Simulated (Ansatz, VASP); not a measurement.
## Pd: VASP beside Ansatz

```
Pd
1.0
    -1.54018    1.54018    1.54018
     1.54018   -1.54018    1.54018
     1.54018    1.54018   -1.54018
Pd
1
Direct
  0.00000 0.00000 0.00000
```

Alike in both runs: task single point; functional r2SCAN; k mesh 10 × 10 × 10; occupations fermi-dirac, width 0.05 eV; no spin polarisation.

```csv
,VASP,Ansatz
version,VASP 6.6.1,Ansatz 0.2.0
potentials or method,"VASP PAW PBE potentials, release 64 (Pd), cutoff 520 eV","plane waves, PAW"
valence electrons in the cell,10,18
```

|  | VASP | Ansatz | Ansatz less VASP |
| --- | --- | --- | --- |
| pressure (GPa) | 6.4 | 5.6 | -0.76 |

VASP's potentials were made for PBE, not for r2SCAN. VASP's potentials hold 10 valence electrons a cell and Ansatz's 18, so a difference there can come from the potentials and not from the codes.
